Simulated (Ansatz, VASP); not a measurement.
**Two plane-wave programs on GaN**

```
Ga N
1.0
     0.00000    2.18148    2.31834
     2.18148    0.00000    2.31834
     2.18148    2.18148    0.00000
Ga N
1 1
Direct
  0.00000 0.00000 0.00000
  0.25000 0.25000 0.25000
```

Change from the starting cell: epitaxial_xy strain -3.0%.

Alike in both runs: task single point; functional PBE; k mesh 10 × 10 × 10; occupations fermi-dirac, width 0.02 eV; no spin polarisation.

|  | VASP | Ansatz |
| --- | --- | --- |
| version | VASP 6.6.1 | Ansatz 0.2.0 |
| potentials or method | VASP PAW PBE potentials, release 64 (Ga_d, N) | plane waves, PAW |
| plane-wave cutoff (eV) | 520 | 420 |
| valence electrons in the cell | 18 | 18 |

```tsv
	VASP	Ansatz	Ansatz less VASP
gap on the k mesh at the Fermi level (eV)	1.84	1.83	-0.010
pressure (GPa)	12.4	12.4	+0.02
traceless stress, the component that is largest in VASP (GPa)	-5.56	-5.53	+0.026
```

The functional is the same, so the differences come from potentials, cutoffs and numerics.
